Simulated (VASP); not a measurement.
Here is a VASP 6.6.1 calculation.

The input INCAR:

```
PREC = Accurate
ENCUT = 520
EDIFF = 1E-7
ISMEAR = 0
SIGMA = 0.05
LREAL = F
LASPH = T
NELM = 150
ALGO = Normal
ISIF = 2
LWAVE = F
LCHARG = F
ISPIN = 2
MAGMOM = 0 0 0 0
LORBIT = 11
LMAXMIX = 4
LDAU = T
LDAUTYPE = 2
LDAUL = 2 -1 -1
LDAUU = 3.3 0 0
LDAUJ = 0 0 0
LDAUPRINT = 1
GGA = B5
ALDAX = 1.0
AGGAX = 1.0
AGGAC = 1.0
ALDAC = 0.0
IVDW = 12
VDW_S6 = 1.0
VDW_S8 = 2.6996
VDW_A1 = 0.4298
VDW_A2 = 4.2359
NBANDS = 28
```

Contents of KPOINTS:

```
regular mesh
0
Gamma
  10 10 10
```

Contents of POSCAR:

```
CoPdO2
1.0
    1.4043922454      0.8108262411      5.9208029582
   -1.4043922454      0.8108262411      5.9208029582
    0.0000000000     -1.6216524817      5.9208029583
Co Pd O
1 1 2
Direct
    0.5000000000      0.5000000000      0.5000000000
    0.0000000000      0.0000000000      0.0000000000
    0.1115884184      0.1115884184      0.1115884184
    0.8884115816      0.8884115816      0.8884115816
```

Potentials or basis: VASP PAW PBE potentials, release 64 (Co, Pd, O).

Run with:

```console
$ cat potpaw_PBE.64/Co/POTCAR potpaw_PBE.64/Pd/POTCAR potpaw_PBE.64/O/POTCAR > POTCAR
$ mpirun -np 1 vasp_std > vasp.out
```

Task: Predict the net moment.

Result: 0.00 μB per cell.

Task: Predict the pressure.

Result: 8.3 GPa.

Task: Estimate the largest force.

Result: 0.058 eV/Å.

Stress tensor (GPa, compression positive):
```
7.81 0.00 0.00
0.00 7.81 0.00
0.00 0.00 9.17
```

Caveat: the PAW data sets were made with another functional, which shifts forces and pressure a little; pairwise dispersion overbinds metals, which lowers pressure and volume.
